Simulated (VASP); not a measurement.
BaOs3: single point with PBE

The system is BaOs3.

```
Ba Os
1.0
     4.18508    0.00000    0.00000
     0.00000    4.18508    0.00000
     0.00000    0.00000    4.18508
Ba Os
1 3
Cartesian
  0.0000 0.0000 0.0000
  0.0000 2.0925 2.0925
  2.0925 2.0925 0.0000
  2.0925 0.0000 2.0925
```

* Program: VASP 6.6.1
* Task: single point
* Functional: PBE
* Potentials or basis: VASP PAW PBE potentials, release 64 (Ba_sv, Os)
* Cutoff: 520 eV
* k mesh: 8 × 8 × 8
* Occupations: gaussian, width 0.05 eV
* Spin: no spin polarisation

```
Pressure               : 4.5 GPa
Band gap on the k mesh : zero (band 17 reaches 7.88 eV, above the bottom of band 18 at 5.83 eV)
```

Levels at points of the mesh, in eV from the Fermi level:
```
           k point  band 13  band 14  band 15  band 16  band 17  band 18  band 19  band 20  band 21  band 22
(0.00, 0.00, 0.00)    -1.02    -1.02     0.76     0.76     1.89     2.38     2.38     2.38     4.33     4.33
(0.50, 0.00, 0.00)    -1.49    -1.49    -0.79    -0.46     0.16     0.22     0.22     1.01     2.39     3.70
(0.50, 0.50, 0.00)    -1.16    -1.16    -0.76    -0.16    -0.08    -0.08     0.09     0.20     0.23     3.86
(0.50, 0.50, 0.50)    -1.16    -1.16    -0.44    -0.44    -0.08     1.93     1.93     1.93     4.47     4.47
```

Run time: 29 s on 1 thread of Intel(R) Xeon(R) 6975P-C (Granite Rapids), on a shared host, peak memory 0.21 GiB.

Caveat: spin-orbit coupling is left out, which moves the levels of the heavy elements.
